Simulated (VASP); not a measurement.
# NbZn3Ge4P8 (a cell with a defect) in VASP: further runs

NbZn3Ge4P8 (a cell with a defect) is run at these levels: PBEsol; tasks: single point.

Everything below comes from runs of VASP 6.6.1. Logs are shortened: lines on timing, memory, paths and dates and some standing lists are left out, and cuts for length are marked.

## 1. The cell of the first run

The cell holds a defect, 16 atoms: a = 5.424 Å, b = 5.424 Å, c = 10.709 Å, α = 90.00°, β = 90.00°, γ = 90.00°.

## 2. Single point, PBEsol

The input, INCAR:

```
SYSTEM = NbZn3Ge4P8
PREC = Accurate
ENCUT = 410
EDIFF = 1E-6
ISMEAR = -1
SIGMA = 0.05
LREAL = .False.
LASPH = .True.
NELM = 120
ALGO = Normal
ISIF = 2
LWAVE = .False.
LCHARG = .True.
GGA = PS
LELF = .True.
LVHAR = .True.
NBANDS = 86
NELECT = 142.0
GGA_COMPAT = .False.
```

The input, KPOINTS:

```
Automatic mesh
0
Gamma
  2 2 2
  0.5 0.5 0.5
```

The input, POSCAR:

```
NbZn3Ge4P8
1.0
    5.4241330000     -0.0000440000     -0.0000150000
   -0.0000440000      5.4241330000     -0.0000150000
   -0.0000300000     -0.0000300000     10.7085280000
Zn Ge P Nb
3 4 8 1
Direct
    0.9995900000      0.0063110000      0.9959090000
    0.0099950000      0.4906300000      0.2546600000
    0.5037150000      0.0018240000      0.7507200000
    0.0003710000      0.0091670000      0.4962480000
    0.4926300000      0.0037220000      0.2533620000
    0.4981650000      0.5135320000      0.0030460000
    0.9934280000      0.5113200000      0.7510310000
    0.2525620000      0.2442360000      0.1279240000
    0.2562940000      0.2504080000      0.6269890000
    0.7558190000      0.7463020000      0.1211210000
    0.7540060000      0.2489880000      0.3710250000
    0.2549970000      0.7605200000      0.3784510000
    0.2611740000      0.7330850000      0.8723840000
    0.7569920000      0.7499250000      0.6237990000
    0.7476570000      0.2506410000      0.8733760000
    0.5009530000      0.4948110000      0.4984470000
```

Potentials or basis: VASP PAW PBE potentials, release 64 (Zn, Ge_d, P, Nb_sv).

The run is started by

```sh
$ cat potpaw_PBE.64/Zn/POTCAR potpaw_PBE.64/Ge_d/POTCAR potpaw_PBE.64/P/POTCAR potpaw_PBE.64/Nb_sv/POTCAR > POTCAR
$ mpirun -np 1 vasp_std > vasp.out
```

OUTCAR:

```text
SYSTEM = NbZn3Ge4P8
   PREC = Accurate
   ENCUT = 410
   EDIFF = 1E-6
   ISMEAR = -1
   LREAL = .False.
   LASPH = .True.
   NELM = 120
   ISIF = 2
   GGA = PS
   NELECT = 142.0

 ion  position               nearest neighbor table
   1  1.000  0.006  0.996-  15 2.31  10 2.35   8 2.36  13 2.44
   2  0.010  0.491  0.255-  11 2.28   8 2.31  12 2.38  10 2.42
   3  0.504  0.002  0.751-  15 2.30   9 2.32  13 2.36  14 2.37
   4  0.000  0.009  0.496-  11 2.30  12 2.31  14 2.36   9 2.37
   5  0.493  0.004  0.253-  12 2.28   8 2.28  11 2.32  10 2.45
   6  0.498  0.514  0.003-  13 2.24  10 2.27   8 2.39  15 2.41
[... 8 lines left out ...]
  15  0.748  0.251  0.873-   3 2.30   1 2.31   7 2.34   6 2.41
  16  0.501  0.495  0.498-   9 2.33  12 2.35  11 2.35  14 2.38

  LATTYP: Found a base centered orthorhombic cell.
 ALAT       =     7.6708202274
 B/A-ratio  =     1.0000162239
 C/A-ratio  =     1.3960082081

  Lattice vectors:

 A1 = (   5.4241330000,  -0.0000440000,  -0.0000150000)
 A2 = (  -0.0000440000,   5.4241330000,  -0.0000150000)
 A3 = (  -0.0000300000,  -0.0000300000,  10.7085280000)

Analysis of symmetry for initial positions (statically):
=====================================================================
 Subroutine PRICEL returns:
 Original cell was already a primitive cell.

 Routine SETGRP: Setting up the symmetry group for a
 base centered orthorhombic supercell.

 Subroutine GETGRP returns: Found  1 space group operations
 (whereof  1 operations were pure point group operations)
 out of a pool of  8 trial point group operations.

The static configuration has the point symmetry C_1 .

Analysis of symmetry for dynamics (positions and initial velocities):
=====================================================================
 Subroutine PRICEL returns:
 Original cell was already a primitive cell.

 Routine SETGRP: Setting up the symmetry group for a
 base centered orthorhombic supercell.

 Subroutine GETGRP returns: Found  1 space group operations
 (whereof  1 operations were pure point group operations)
 out of a pool of  8 trial point group operations.

The dynamic configuration has the point symmetry C_1 .

 Subroutine INISYM returns: Found  1 space group operations
 (whereof  1 operations are pure point group operations),
 and found     1 'primitive' translations

----------------------------------------------------------------------------------------

                                     Primitive cell

  volume of cell :     315.0579

  direct lattice vectors                    reciprocal lattice vectors
     5.424133000 -0.000044000 -0.000015000     0.184361261  0.000001496  0.000000516
    -0.000044000  5.424133000 -0.000015000     0.000001496  0.184361261  0.000000516
    -0.000030000 -0.000030000 10.708528000     0.000000258  0.000000258  0.093383516

  length of vectors
     5.424133000  5.424133000 10.708528000     0.184361261  0.184361261  0.093383516

  position of ions in fractional coordinates (direct lattice)
     0.999590000  0.006311000  0.995909000
     0.009995000  0.490630000  0.254660000
     0.503715000  0.001824000  0.750720000
     0.000371000  0.009167000  0.496248000
     0.492630000  0.003722000  0.253362000
     0.498165000  0.513532000  0.003046000
[... 8 lines left out ...]
     0.747657000  0.250641000  0.873376000
     0.500953000  0.494811000  0.498447000

  ion indices of the primitive-cell ions
   primitive index   ion index
                 1           1
                 2           2
                 3           3
                 4           4
                 5           5
                 6           6
[... 8 lines left out ...]
                15          15
                16          16

----------------------------------------------------------------------------------------

 KPOINTS: Automatic mesh

Automatic generation of k-mesh.
 Grid dimensions read from file:
 generate k-points for:    2    2    2

 Generating k-lattice:

  Cartesian coordinates                     Fractional coordinates (reciprocal lattice)
     0.092180631  0.000000748  0.000000258     0.500000000 -0.000000000  0.000000000
     0.000000748  0.092180631  0.000000258    -0.000000000  0.500000000  0.000000000
     0.000000129  0.000000129  0.046691758     0.000000000  0.000000000  0.500000000

  Length of vectors
     0.092180631  0.092180631  0.046691758

  Shift w.r.t. Gamma in fractional coordinates (k-lattice)
     0.500000000  0.500000000  0.500000000

 Subroutine IBZKPT returns following result:
 ===========================================

 Found      4 irreducible k-points:

 Following reciprocal coordinates:
            Coordinates               Weight
  0.250000  0.250000  0.250000      2.000000
 -0.250000 -0.250000  0.250000      2.000000
 -0.250000  0.250000  0.250000      2.000000
  0.250000 -0.250000  0.250000      2.000000
   k-points           NKPTS =      4   k-points in BZ     NKDIM =      4   number of bands    NBANDS=     86
   number of dos      NEDOS =    301   number of ions     NIONS =     16
   total plane-waves  NPLWV =  93312
   dimension x,y,z NGX =    36 NGY =   36 NGZ =   72
   dimension x,y,z NGXF=    72 NGYF=   72 NGZF=  144
   ions per type =               3   4   8   1
   NGX,Y,Z   is equivalent  to a cutoff of  11.03, 11.03, 11.18 a.u.
   NGXF,Y,Z  is equivalent  to a cutoff of  22.07, 22.07, 22.36 a.u.
 SYSTEM =  NbZn3Ge4P8
   PREC   = accura    normal or accurate (medium, high low for compatibility)
   ISTART =      0    job   : 0-new  1-cont  2-samecut
   ICHARG =      2    charge: 1-file 2-atom 10-const
   ISPIN  =      1    spin polarized calculation?
   LNONCOLLINEAR =      F non collinear calculations
   LSORBIT =      F    spin-orbit coupling
   LASPH  =      T    aspherical Exc in radial PAW
   ENCUT  =  410.0 eV  30.13 Ry    5.49 a.u.   8.96  8.96 17.68*2*pi/ulx,y,z
   NELM   =    120;   NELMIN=  2; NELMDL= -5     # of ELM steps
   EDIFF  = 0.1E-05   stopping-criterion for ELM
   LREAL  =      F    real-space projection
   EDIFFG = 0.1E-04   stopping-criterion for IOM
   NSW    =      0    number of steps for IOM
   IBRION =     -1    ionic relax: 0-MD 1-quasi-New 2-CG
   NFREE  =      0    steps in history (QN), initial steepest desc. (CG)
   ISIF   =      2    stress and relaxation
   ISYM   =      2    0-nonsym 1-usesym 2-fastsym
   POTIM  = 0.5000    time-step for ionic-motion
   TEBEG  =    0.0;   TEEND  =   0.0 temperature during run
   PSTRESS=    0.0 pullay stress
   NELECT =     142.0000    total number of electrons
   NUPDOWN=      -1.0000    fix difference up-down
   EMIN   =  10.00;   EMAX   =-10.00  energy-range for DOS
   EFERMI =   0.00;   METHOD = LEGACY
   ISMEAR =    -1;   SIGMA  =   0.05  broadening in eV -4-tet -1-fermi 0-gaus
   EFERMI_NEDOS =   21; number of points for ismear=-14 and -15
   IALGO  =     38    algorithm
   IMIX   =      4    mixing-type and parameters
     AMIX     =   0.40;   BMIX     =  1.00
     AMIX_MAG =   1.60;   BMIX_MAG =  1.00
  volume/ion in A,a.u.               =      19.69       132.88
  Fermi-wavevector in a.u.,A,eV,Ry     =   1.255184  2.371954 21.435807  1.575487
  Thomas-Fermi vector in A             =   2.388953
   LORBIT       =      0    0 simple, 1 ext, 2 COOP (PROOUT), +10 PAW based schemes
   GGA     = PS    functional components
   LHFCALC =     F    Hartree Fock is set to
   AEXX    =    0.0000 exact exchange contribution
   IVDW    =     0    specifies the selected vdW correction
   LEPSILON=     F    determine dielectric tensor
   LRPA    =     F    only Hartree local field effects (RPA)
 non-spin polarized calculation
  energy-cutoff  :      410.00
  volume of cell :      315.06
 maximum number of plane-waves:      5954
   NGX = 17   NGY = 17   NGZ = 35

 number of electron     141.9999995 magnetization

 Free energy of the ion-electron system (eV)
  ---------------------------------------------------
  ext. energy  EPLUGINS =         0.00000000
  ---------------------------------------------------
  free energy    TOTEN  =       -97.35133906 eV

  energy without entropy =      -97.27930059  energy(sigma->0) =      -97.31531982

 E-fermi :   4.5453     XC(G=0): -10.0550

 val. band max:        4.4931704390   @ k =  -0.2500  -0.2500   0.2500
 cond. band min:       4.6138767724   @ k =   0.2500  -0.2500   0.2500
 fundamental gap:      0.1207063334
 Fermi energy:         4.5453060237

 k-point     1 :       0.2500    0.2500    0.2500
  band No.  band energies     occupation
      1     -50.5694      2.00000
      2     -26.7499      2.00000
      3     -26.7414      2.00000
      4     -26.7372      2.00000
      5     -20.1573      2.00000
      6     -20.1505      2.00000
[... 75 lines left out ...]
     82       8.0774      0.00000
     83       8.5001      0.00000

 k-point     2 :      -0.2500   -0.2500    0.2500
  band No.  band energies     occupation
      1     -50.5694      2.00000
      2     -26.7499      2.00000
      3     -26.7414      2.00000
      4     -26.7372      2.00000
      5     -20.1573      2.00000
      6     -20.1505      2.00000
[... 75 lines left out ...]
     82       8.1494      0.00000
     83       8.4450      0.00000

 k-point     3 :      -0.2500    0.2500    0.2500
  band No.  band energies     occupation
      1     -50.5694      2.00000
      2     -26.7499      2.00000
      3     -26.7414      2.00000
      4     -26.7372      2.00000
      5     -20.1573      2.00000
      6     -20.1505      2.00000
[... 75 lines left out ...]
     82       8.1001      0.00000
     83       8.4062      0.00000

 k-point     4 :       0.2500   -0.2500    0.2500
  band No.  band energies     occupation
      1     -50.5694      2.00000
      2     -26.7499      2.00000
      3     -26.7414      2.00000
      4     -26.7372      2.00000
      5     -20.1573      2.00000
      6     -20.1505      2.00000
[... 75 lines left out ...]
     82       8.0655      0.00000
     83       8.3388      0.00000
 [bands above 83 left out]

------------------------ aborting loop because EDIFF is reached ----------------------------------------

  FORCE on cell =-STRESS in cart. coord.  units (eV):
  Direction    XX          YY          ZZ          XY          YZ          ZX
  --------------------------------------------------------------------------------------
  -------------------------------------------------------------------------------------
  Total      -23.3568090    -22.9183708    -24.5421531      0.1247789     -2.0995101      2.0003417
  in kB     -118.7773566   -116.5477484   -124.8052363      0.6345431    -10.6767262     10.1724213
  external PRESSURE =    -120.0434471 kB  Pullay stress =       0.0000000 kB

 VOLUME and BASIS-vectors are now :
 -----------------------------------------------------------------------------
  energy-cutoff  :      410.00
  volume of cell :      315.06
      direct lattice vectors                 reciprocal lattice vectors
     5.424133000 -0.000044000 -0.000015000     0.184361261  0.000001496  0.000000516
    -0.000044000  5.424133000 -0.000015000     0.000001496  0.184361261  0.000000516
    -0.000030000 -0.000030000 10.708528000     0.000000258  0.000000258  0.093383516

 POSITION                                       TOTAL-FORCE (eV/Angst)
 -----------------------------------------------------------------------------------
      5.42188      0.03416     10.66470         0.277738     -0.273964      0.064971
      0.05418      2.66123      2.72703        -0.014573      0.557637     -0.772730
      2.73219      0.00985      8.03910        -0.055536     -0.247515      0.433714
      0.00200      0.04971      5.31409         0.089788     -0.128758      0.618328
      2.67208      0.02016      2.71313         0.903895     -0.473983     -1.471435
      2.70209      2.78544      0.03260         0.272196     -1.387592      0.299762
[... 8 lines left out ...]
      4.05535      1.35945      9.35256         0.068273      0.287899      0.054223
      2.71720      2.68388      5.33762         0.304459      0.364500      0.111089
 -----------------------------------------------------------------------------------
    total drift:                                0.001160      0.004768     -0.002656

  FREE ENERGIE OF THE ION-ELECTRON SYSTEM (eV)
  ---------------------------------------------------
  free  energy   TOTEN  =       -97.3513390577 eV

  energy  without entropy=      -97.2793005864  energy(sigma->0) =      -97.31531982
```

It took 2.9 min on 1 thread of Intel Xeon Platinum 8375C at 2.90GHz (Ice Lake), shared host; peak memory 0.32 GiB.

What came out:

| Quantity | Value |
| --- | --- |
| Free energy | -97.3513 eV |
| Largest force | 1.791 eV/Å |

Forces on the atoms (eV/Å):
```
Zn   0.278 -0.274  0.065
Zn  -0.015  0.558 -0.773
Zn  -0.056 -0.248  0.434
Ge   0.090 -0.129  0.618
Ge   0.904 -0.474 -1.471
Ge   0.272 -1.388  0.300
Ge   0.345 -0.941  0.796
P   -0.209  0.287 -0.544
P   -1.158 -0.362  0.468
P    0.227  0.662  0.903
P    0.235 -0.544 -0.227
P   -0.747  0.114 -0.393
P   -0.657  1.423 -0.241
P    0.117  0.663 -0.100
P    0.068  0.288  0.054
Nb   0.304  0.364  0.111
```

Caveat: the k points lie up to 0.58 Å⁻¹ apart; the cell carries a net charge on a neutralising background, which shifts energy and pressure; the cell is charged against a uniform background, so pressure and absolute levels hang on convention; the PAW data sets were made with another functional, which shifts forces and pressure a little.

## 3. Single point, PBEsol

The input, INCAR:

```
SYSTEM = NbZn3Ge4P8
  PREC = Accurate
  ENCUT = 410
  EDIFF = 1E-6
  ISMEAR = -1
  SIGMA = 0.05
  LREAL = .False.
  LASPH = .True.
  NELM = 120
  ALGO = Normal
  ISIF = 2
  LWAVE = .False.
  LCHARG = .True.
  GGA = PS
  LELF = .True.
  LVHAR = .True.
  NBANDS = 86
  NELECT = 140.0
  GGA_COMPAT = .False.
```

KPOINTS is that of step 2.

POSCAR is that of step 2.

Potentials or basis: VASP PAW PBE potentials, release 64 (Zn, Ge_d, P, Nb_sv).

The run is started by

```sh
$ cat potpaw_PBE.64/Zn/POTCAR potpaw_PBE.64/Ge_d/POTCAR potpaw_PBE.64/P/POTCAR potpaw_PBE.64/Nb_sv/POTCAR > POTCAR
$ mpirun -np 1 vasp_std > vasp.out
```

It took 2.7 min on 1 thread of Intel Xeon Platinum 8375C at 2.90GHz (Ice Lake), shared host; peak memory 0.33 GiB.

It converged, with:

* Free energy: -106.0563 eV
* Largest force: 1.532 eV/Å

Forces on the atoms (eV/Å):
```
Zn   0.327 -0.101 -0.038
Zn   0.005  0.571 -0.508
Zn  -0.016 -0.191  0.110
Ge   0.095 -0.121  0.625
Ge   0.898 -0.408 -0.846
Ge   0.264 -1.252  0.056
Ge   0.341 -0.936  0.125
P   -0.363  0.177 -0.570
P   -1.321 -0.438  0.640
P    0.390  0.515  0.956
P    0.318 -0.613 -0.413
P   -0.797  0.215 -0.539
P   -0.645  1.324 -0.029
P    0.228  0.799  0.044
P    0.026  0.118  0.268
Nb   0.249  0.341  0.121
```

Levels at points of the mesh, in eV from the Fermi level:
| k point | band 66 | band 67 | band 68 | band 69 | band 70 | band 71 | band 72 | band 73 | band 74 | band 75 |
| --- | --- | --- | --- | --- | --- | --- | --- | --- | --- | --- |
| (0.25, 0.25, 0.25) | -1.24 | -0.96 | -0.68 | -0.44 | -0.19 | 0.27 | 0.63 | 0.93 | 1.57 | 2.13 |

Caveat: the k points lie up to 0.58 Å⁻¹ apart; the cell carries a net charge on a neutralising background, which shifts energy and pressure; the cell is charged against a uniform background, so pressure and absolute levels hang on convention; the PAW data sets were made with another functional, which shifts forces and pressure a little.
